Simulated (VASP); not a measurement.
# Al48ZnN48 (a cell with a defect) in VASP: single point with PBE

Aim: the single point of Al48ZnN48 (a cell with a defect) with PBE.

All numbers are computed with VASP 6.6.1; they aren't measurements. Logs are shortened: lines on timing, memory, paths and dates and some standing lists are left out, and cuts for length are marked.

### Step 1. The cell of the first run

The cell holds a defect, 97 atoms: a = 10.842 Å, b = 10.842 Å, c = 10.035 Å, α = 90.00°, β = 90.00°, γ = 120.00°.

### Step 2. Single point, PBE

Contents of INCAR:

```
ALGO = Normal
EDIFF = 1E-6
ENCUT = 520
GGA = PE
GGA_COMPAT = False
ISIF = 2
ISMEAR = 0
ISYM = -1
LASPH = True
LCHARG = True
LELF = True
LREAL = Auto
LVHAR = True
LWAVE = False
NBANDS = 252
NELM = 120
PREC = Accurate
SIGMA = 0.01
```

Contents of KPOINTS:

```
explicit points
1
Reciprocal
  0.25000000   0.25000000   0.25000000 1
```

Contents of POSCAR:

```
Al48ZnN48
1.0
    9.3892708211      5.4208981504      0.0000000000
   -9.3892709202      5.4208979788      0.0000000000
    0.0000000000      0.0000000000     10.0348065900
Al N Zn
48 48 1
Direct
   -0.0030001761      0.1687073365      0.2482059437
    0.1669709952      0.0020369275      0.2497552159
    0.3318724591      0.3329001893      0.2491776271
    0.0023359084      0.3328866650      0.5120496607
    0.1656546103      0.1669423425      0.4986884066
    0.3308014745     -0.0021772021      0.4988145844
    0.0008239775      0.1626358998      0.7518952872
    0.1659980804      0.0003514159      0.7500326014
    0.3308777530      0.3328592811      0.7496444060
    0.0054689054      0.3328578609      0.9873887948
    0.1660895907      0.1659437746      1.0013646565
    0.3315194099     -0.0006753142      1.0015593189
   -0.0018057298      0.6666216086      0.2457305662
    0.1612090234      0.4970890193      0.2482220340
    0.3328013314      0.8332687035      0.2495436400
    0.0006460379      0.8360224689      0.4977275407
    0.1662376925      0.6657234840      0.4981296779
    0.3316467809      0.4987628219      0.4986867399
    0.0089494382      0.6772329534      0.7524710195
    0.1710392730      0.5030515654      0.7519040157
    0.3338658917      0.8333445662      0.7497003197
    0.0011639064      0.8351035787      1.0021032733
    0.1690569457      0.6689693996      1.0014694866
    0.3330376634      0.4998046943      1.0013571584
    0.5059234538      0.1681525308      0.2429049099
    0.6644913593     -0.0008543603      0.2457830097
    0.8242164415      0.3329512786      0.1672726781
    0.4978459478      0.3328639647      0.5010448842
    0.6572340858      0.1485397528      0.5270539737
    0.8333480392     -0.0000502796      0.4980918182
    0.4909287079      0.1638670861      0.7518544975
    0.6646133142     -0.0114035705      0.7524515064
    0.8335873836      0.3329021840      0.7326771482
    0.4961846359      0.3328665868      0.9989660009
    0.6565071673      0.1539926231      0.9753129956
    0.8329308472     -0.0032343591      1.0015124804
    0.4978829455      0.6637278560      0.2497827610
    0.6706796707      0.4975789702      0.2429320337
    0.8324025930      0.8324741468      0.2495385850
    0.4975065134      0.8297368286      0.4977035238
    0.6658805278      0.6678730931      0.4988616483
    0.8415873875      0.5172429911      0.5272247246
    0.4984934429      0.6653505989      0.7500136240
    0.6598863975      0.5018639302      0.7518929397
    0.8333791658      0.8323800309      0.7497081628
    0.4990014133      0.8306615463      1.0021209401
    0.6650336803      0.6663510290      1.0015717157
    0.8353682250      0.5117842430      0.9751960451
   -0.0013733431      0.1688747119      0.4403078524
    0.1668080476      0.0015252938      0.4396595198
    0.3330494554      0.3328513936      0.4399141046
   -0.0009315503      0.3328595721      0.1795937976
    0.1645543471      0.1672566243      0.1915352855
    0.3324884223      0.0002585924      0.1919785751
   -0.0011238481      0.1613487089      0.9405007376
    0.1663267608      0.0007039241      0.9407715157
    0.3297582567      0.3329084197      0.9396730478
    0.0088220898      0.3328116074      0.7041683889
    0.1669997206      0.1657735009      0.6889748018
    0.3296618052     -0.0029077395      0.6890047939
   -0.0010105923      0.6668102301      0.4408733727
    0.1627424878      0.4969248846      0.4403417886
    0.3323079592      0.8323879546      0.4398387692
    0.0010544808      0.8364082185      0.1921534216
    0.1662123878      0.6669272410      0.1917377988
    0.3302027380      0.4984778388      0.1915296184
    0.0105602195      0.6771350773      0.9372376671
    0.1704026832      0.5044143428      0.9405169265
    0.3355826732      0.8350307818      0.9407082489
    0.0005307579      0.8361567197      0.6878677265
    0.1675273576      0.6666750150      0.6884623502
    0.3340483293      0.4998565739      0.6890026898
    0.5026683554      0.1649998736      0.4449870693
    0.6650982007     -0.0010421039      0.4408315856
    0.8306465463      0.3329986268      0.5264260647
    0.4964605194      0.3328515872      0.1881475548
    0.6531856594      0.1462543195      0.1610100922
    0.8321717320     -0.0012220489      0.1917957376
    0.4918905700      0.1660755920      0.9380765436
    0.6663807370     -0.0112413844      0.9372193355
    0.8319976559      0.3329168925      0.9461604213
    0.4981862496      0.3328231251      0.6898868460
    0.6556449590      0.1536531331      0.7134844294
    0.8336446032     -0.0010799462      0.6884365544
    0.4983334278      0.6642607676      0.4396579598
    0.6705387084      0.5007855384      0.4450805408
    0.8327953367      0.8333693893      0.4398201666
    0.4975615083      0.8293468749      0.1922302897
    0.6650751990      0.6653893598      0.1919613779
    0.8397726712      0.5195065122      0.1608607950
    0.4985316105      0.6651158038      0.9407396274
    0.6586428367      0.4996871841      0.9380601834
    0.8333622615      0.8307280816      0.9407392101
    0.4972837778      0.8295624520      0.6878635407
    0.6653843437      0.6685399622      0.6890164323
    0.8348403060      0.5120617321      0.7136356290
    0.7314712558      0.3330144370      0.3668365219
```

Potentials or basis: VASP PAW PBE potentials, release 64 (Al, N, Zn).

Run with:

```console
> cat potpaw_PBE.64/Al/POTCAR potpaw_PBE.64/N/POTCAR potpaw_PBE.64/Zn/POTCAR > POTCAR
> mpirun -np 1 vasp_std > vasp.out
```

OUTCAR:

```text
EDIFF = 1E-6
   ENCUT = 520
   GGA = PE
   ISIF = 2
   ISMEAR = 0
   ISYM = -1
   LASPH = True
   LREAL = Auto
   NELM = 120
   PREC = Accurate

 ion  position               nearest neighbor table
   1  0.997  0.169  0.248-  52 1.90  78 1.90  53 1.91  49 1.93  36 3.07  14 3.08  30 3.09  11 3.09
                             5 3.11  26 3.12  10 3.14   3 3.14  39 3.16   2 3.16   4 3.17  27 3.27
   2  0.167  0.002  0.250-  64 1.89  54 1.90  53 1.90  50 1.91  11 3.06  22 3.07  16 3.07  12 3.07
                             5 3.08   6 3.08   3 3.11  39 3.14  15 3.14  13 3.15   1 3.16  25 3.18
   3  0.332  0.333  0.249-  76 1.89  66 1.89  53 1.90  51 1.91  24 3.07  11 3.07  34 3.08  18 3.08
                             5 3.08  28 3.10  37 3.11   2 3.11  14 3.14   1 3.14  25 3.18  38 3.18
   4  0.002  0.333  0.512-  75 1.87  49 1.90  62 1.90  58 1.93  33 2.87  20 3.03   7 3.03   5 3.09
                            18 3.09  17 3.13  30 3.13   1 3.17  14 3.17  29 3.25  42 3.25
   5  0.166  0.167  0.499-  50 1.89  51 1.90  59 1.91  49 1.91   2 3.08   3 3.08   9 3.09   7 3.09
                             4 3.09   8 3.10  16 3.11   1 3.11  18 3.12  28 3.12  30 3.12   6 3.14
   6  0.331  0.998  0.499-  50 1.89  63 1.90  60 1.91  73 1.92  15 3.08   2 3.08  29 3.08  31 3.09
                            21 3.09   8 3.10  16 3.10  17 3.12   5 3.14  40 3.14  28 3.15  25 3.18
   7  0.001  0.163  0.752-  58 1.87  55 1.89  59 1.89  84 1.90  10 2.98   4 3.03  11 3.07   8 3.07
                            36 3.09   5 3.09   9 3.10  45 3.10  30 3.11  32 3.16  33 3.17  20 3.20
   8  0.166  0.000  0.750-  59 1.89  70 1.89  60 1.89  56 1.91  19 3.03  31 3.05   7 3.07  11 3.10
                             6 3.10  22 3.10  16 3.10  12 3.10   5 3.10   9 3.12  45 3.12  21 3.14
   9  0.331  0.333  0.750-  72 1.89  59 1.89  57 1.91  82 1.91  34 3.08  28 3.08  44 3.09  31 3.09
[... 21 lines left out ...]
  20  0.171  0.503  0.752-  58 1.87  68 1.89  72 1.89  71 1.90  10 2.98   4 3.03  24 3.07  43 3.07
                            23 3.09  18 3.09   9 3.10  21 3.10  17 3.11  19 3.16  33 3.17   7 3.20
  21  0.334  0.833  0.750-  94 1.90  60 1.90  71 1.91  69 1.92  19 3.05  23 3.09   6 3.09  40 3.10
                            20 3.10  31 3.10  32 3.11  12 3.11  46 3.11  17 3.11  43 3.12   8 3.14
  22  0.001  0.835  0.002-  67 1.88  56 1.90  93 1.90  64 1.91  13 3.04  48 3.05  19 3.06   2 3.07
                            39 3.08  36 3.10   8 3.10  12 3.10  11 3.11  45 3.11  23 3.14  47 3.16
  23  0.169  0.669  0.001-  67 1.88  68 1.89  69 1.90  65 1.91  15 3.06  13 3.06  19 3.07  14 3.07
                            20 3.09  21 3.09  46 3.10  12 3.10  24 3.13  22 3.14  48 3.15  10 3.16
  24  0.333  0.500  0.001-  68 1.89  91 1.89  57 1.90  66 1.91  37 3.06  20 3.07   3 3.07  10 3.08
                            14 3.09  43 3.10  34 3.10   9 3.10  46 3.11  47 3.12  23 3.13  11 3.13
  25  0.506  0.168  0.243-  77 1.91  76 1.92  54 1.92  73 2.03  97 2.52  12 3.05  34 3.06  26 3.08
                            27 3.08  38 3.09  15 3.15  28 3.17   6 3.18   3 3.18   2 3.18  35 3.19
  26  0.664  0.999  0.246-  77 1.86  78 1.90  88 1.90  74 1.96  46 3.04  36 3.06  25 3.08  15 3.11
                            40 3.12  30 3.12   1 3.12  39 3.14  37 3.15  35 3.22  27 3.23  29 3.27
  27  0.824  0.333  0.167-  52 1.90  90 1.94  77 1.95  81 2.22  97 2.24  10 2.67  35 2.69  48 2.69
                            38 3.08  25 3.08  13 3.23  26 3.23  14 3.27   1 3.27
  28  0.498  0.333  0.501-  51 1.89  82 1.89  73 1.93  86 1.93  97 2.87   9 3.08  31 3.09  44 3.09
                             3 3.10  18 3.12   5 3.12  41 3.15   6 3.15  38 3.17  25 3.17  29 3.24
  29  0.657  0.149  0.527-  83 1.87  74 1.88  75 1.94  73 1.95  97 2.37  33 2.84  32 2.88  31 2.94
                            40 3.01  30 3.07   6 3.08  28 3.24   4 3.25  26 3.27  25 3.35
  30  0.833  1.000  0.498-  87 1.90  49 1.90  74 1.91  84 1.91  29 3.07  39 3.08   1 3.09  32 3.11
                            16 3.11  45 3.11   7 3.11  41 3.12   5 3.12  26 3.12   4 3.13  40 3.15
  31  0.491  0.164  0.752-  79 1.87  83 1.88  60 1.89  82 1.90  35 2.91  29 2.94   8 3.05  12 3.06
                            34 3.07   9 3.09  28 3.09   6 3.09  21 3.10  44 3.17  33 3.22  32 3.28
  32  0.665  0.989  0.752-  80 1.85  83 1.88  94 1.89  84 1.89  29 2.88  35 2.90  43 3.04  45 3.05
                            46 3.06  36 3.07  30 3.11  21 3.11  40 3.11   7 3.16  33 3.24  31 3.28
  33  0.834  0.333  0.733-  58 1.92  96 1.95  83 1.95  75 2.07  81 2.14  42 2.84  29 2.84   4 2.87
                            48 3.11  35 3.11  10 3.16  20 3.17   7 3.17  31 3.22  44 3.22  32 3.24
  34  0.496  0.333  0.999-  79 1.89  92 1.89  76 1.90  57 1.90  25 3.06  38 3.06  44 3.07  31 3.07
[... 333 lines left out ...]
   POTIM  = 0.5000    time-step for ionic-motion
   TEBEG  =    0.0;   TEEND  =   0.0 temperature during run
   PSTRESS=    0.0 pullay stress
   NELECT =     396.0000    total number of electrons
   NUPDOWN=      -1.0000    fix difference up-down
   EMIN   =  10.00;   EMAX   =-10.00  energy-range for DOS
   EFERMI =   0.00;   METHOD = LEGACY
   ISMEAR =     0;   SIGMA  =   0.01  broadening in eV -4-tet -1-fermi 0-gaus
   EFERMI_NEDOS =   21; number of points for ismear=-14 and -15
   IALGO  =     38    algorithm
   IMIX   =      4    mixing-type and parameters
     AMIX     =   0.40;   BMIX     =  1.00
     AMIX_MAG =   1.60;   BMIX_MAG =  1.00
  volume/ion in A,a.u.               =      10.53        71.07
  Fermi-wavevector in a.u.,A,eV,Ry     =   1.193693  2.255752 19.386971  1.424902
  Thomas-Fermi vector in A             =   2.329701
   LORBIT       =      0    0 simple, 1 ext, 2 COOP (PROOUT), +10 PAW based schemes
   GGA     = PE    functional components
   LHFCALC =     F    Hartree Fock is set to
   AEXX    =    0.0000 exact exchange contribution
   IVDW    =     0    specifies the selected vdW correction
   LEPSILON=     F    determine dielectric tensor
   LRPA    =     F    only Hartree local field effects (RPA)
 non-spin polarized calculation
 Gauss-broadening in eV      SIGMA  =   0.01
  energy-cutoff  :      520.00
  volume of cell :     1021.51
 maximum number of plane-waves:     27493
 NGX is ok and might be reduce to    80
   NGX = 41   NGY = 41   NGZ = 37

 number of electron     395.9999984 magnetization

 Free energy of the ion-electron system (eV)
  ---------------------------------------------------
  ext. energy  EPLUGINS =         0.00000000
  ---------------------------------------------------
  free energy    TOTEN  =      -708.04462993 eV

  energy without entropy =     -708.04462993  energy(sigma->0) =     -708.04462993

 E-fermi :   8.7139     XC(G=0): -10.9046

 val. band max:        8.6542456604   @ k =   0.2500   0.2500   0.2500
 cond. band min:      10.8381016233   @ k =   0.2500   0.2500   0.2500
 fundamental gap:      2.1838559628
 Fermi energy:         8.7139389107

 k-point     1 :       0.2500    0.2500    0.2500
  band No.  band energies     occupation
      1      -8.9077      2.00000
      2      -8.6903      2.00000
      3      -8.5987      2.00000
      4      -8.4122      2.00000
      5      -8.2150      2.00000
      6      -8.1729      2.00000
[... 202 lines left out ...]
    209      11.7558      0.00000
    210      11.7754      0.00000
 [bands above 210 left out]

------------------------ aborting loop because EDIFF is reached ----------------------------------------

  FORCE on cell =-STRESS in cart. coord.  units (eV):
  Direction    XX          YY          ZZ          XY          YZ          ZX
  --------------------------------------------------------------------------------------
  -------------------------------------------------------------------------------------
  Total       14.0289920     16.4149849     29.0984542     -2.8864874      0.2082194      0.4135134
  in kB       22.0036606     25.7459522     45.6392386     -4.5272882      0.3265801      0.6485718
  external PRESSURE =      31.1296171 kB  Pullay stress =       0.0000000 kB

 VOLUME and BASIS-vectors are now :
 -----------------------------------------------------------------------------
  energy-cutoff  :      520.00
  volume of cell :     1021.51
      direct lattice vectors                 reciprocal lattice vectors
     9.389270821  5.420898150  0.000000000     0.053252270  0.092235640  0.000000000
    -9.389270920  5.420897979  0.000000000    -0.053252272  0.092235639  0.000000000
     0.000000000  0.000000000 10.034806590     0.000000000  0.000000000  0.099653141

 POSITION                                       TOTAL-FORCE (eV/Angst)
 -----------------------------------------------------------------------------------
      7.77706      6.31918      2.49070         0.002623     -0.001963     -0.006975
      1.54861      0.91617      2.50625        -0.000707      0.001292      0.001651
     -0.00965      3.60366      2.50045         0.008404      0.001304     -0.006445
     -3.10363      1.81721      5.13832         0.005428      0.002239      0.003951
     -0.01209      1.80297      5.00424         0.004222      0.001416     -0.003513
     -6.26284      7.20234      5.00551         0.000008      0.003800     -0.001317
[... 89 lines left out ...]
      3.03066      7.30142      7.16120         0.003232      0.002626     -0.004523
      3.74122      5.77047      3.68113        -0.011997     -0.012873     -0.081559
 -----------------------------------------------------------------------------------
    total drift:                                0.007050     -0.007604      0.045600

  FREE ENERGIE OF THE ION-ELECTRON SYSTEM (eV)
  ---------------------------------------------------
  free  energy   TOTEN  =      -708.0446299300 eV

  energy  without entropy=     -708.0446299300  energy(sigma->0) =     -708.04462993
```

Wall time 18 min (1 thread of Intel Xeon Platinum 8259CL at 2.50GHz (Skylake/Cascade Lake), shared host); peak memory 1.1 GiB.

What came out:

```
Free energy            : -708.0446 eV
Pressure               : 3.1 GPa
Largest force          : 0.083 eV/Å
Band gap on the k mesh : 2.18 eV
```

Forces on the atoms (eV/Å):
```
Al   0.003 -0.002 -0.007
Al  -0.001  0.001  0.002
Al   0.008  0.001 -0.006
Al   0.005  0.002  0.004
Al   0.004  0.001 -0.004
Al   0.000  0.004 -0.001
Al   0.002 -0.002  0.002
Al   0.004  0.002  0.003
Al   0.004  0.004  0.003
Al   0.004  0.003  0.009
Al   0.005  0.003  0.004
Al  -0.002  0.001  0.008
Al   0.000 -0.006 -0.001
Al   0.002  0.003 -0.007
Al  -0.001  0.003  0.003
Al  -0.002  0.000 -0.002
Al  -0.005  0.003 -0.006
Al   0.005  0.002 -0.001
Al  -0.002 -0.002  0.006
Al   0.000  0.003  0.002
Al  -0.003  0.004  0.001
Al   0.003 -0.001  0.007
Al  -0.005  0.002  0.004
Al   0.005  0.004  0.003
Al   0.002  0.002 -0.011
Al  -0.009  0.002 -0.009
Al  -0.019 -0.008  0.014
Al   0.011  0.008  0.007
Al  -0.004 -0.023  0.014
Al   0.004 -0.005 -0.007
Al  -0.005  0.001  0.004
Al  -0.004 -0.001  0.003
Al   0.005 -0.002  0.011
Al   0.002 -0.002  0.010
Al  -0.003  0.005  0.018
Al   0.002 -0.004  0.002
Al  -0.001 -0.001 -0.001
Al  -0.005  0.001 -0.017
Al   0.001 -0.001  0.002
Al   0.002 -0.005 -0.003
Al   0.003 -0.004 -0.001
Al  -0.026  0.013  0.008
Al   0.005  0.000  0.003
Al  -0.002 -0.004 -0.001
Al   0.003 -0.004  0.002
Al   0.002  0.004  0.006
Al   0.000 -0.002  0.007
Al   0.001  0.000  0.018
N   -0.010  0.000  0.003
N   -0.002 -0.001  0.001
N   -0.010 -0.002  0.002
N    0.001 -0.002  0.000
N   -0.003 -0.003  0.001
N    0.001  0.001  0.004
N   -0.003  0.000 -0.009
N   -0.004 -0.002 -0.002
N   -0.002 -0.001 -0.004
N    0.005  0.003  0.003
N   -0.002 -0.003 -0.002
N    0.000 -0.005  0.002
N    0.001  0.009  0.004
N   -0.003 -0.011  0.001
N    0.001  0.001  0.001
N   -0.002  0.004  0.000
N    0.003  0.000 -0.001
N   -0.003  0.000  0.002
N    0.004 -0.001 -0.010
N   -0.001 -0.001 -0.008
N    0.003 -0.006 -0.001
N    0.000  0.001 -0.003
N    0.003 -0.004 -0.005
N   -0.004  0.000 -0.002
N   -0.001 -0.020  0.013
N    0.001  0.001  0.003
N    0.056  0.021  0.047
N   -0.003  0.001  0.006
N    0.006 -0.008 -0.003
N    0.000  0.002 -0.002
N    0.004  0.002 -0.010
N    0.001  0.004 -0.007
N    0.002  0.000 -0.023
N    0.000 -0.001 -0.001
N    0.002  0.002 -0.002
N   -0.003  0.006 -0.004
N    0.001 -0.003  0.000
N   -0.012  0.003  0.000
N    0.001  0.001  0.000
N    0.002  0.000  0.000
N   -0.002 -0.001  0.006
N   -0.004  0.003 -0.008
N   -0.003 -0.002 -0.003
N    0.002  0.001 -0.012
N   -0.004  0.006 -0.003
N    0.000  0.001 -0.003
N   -0.007  0.005  0.006
N    0.003  0.003 -0.005
Zn  -0.012 -0.013 -0.082
```
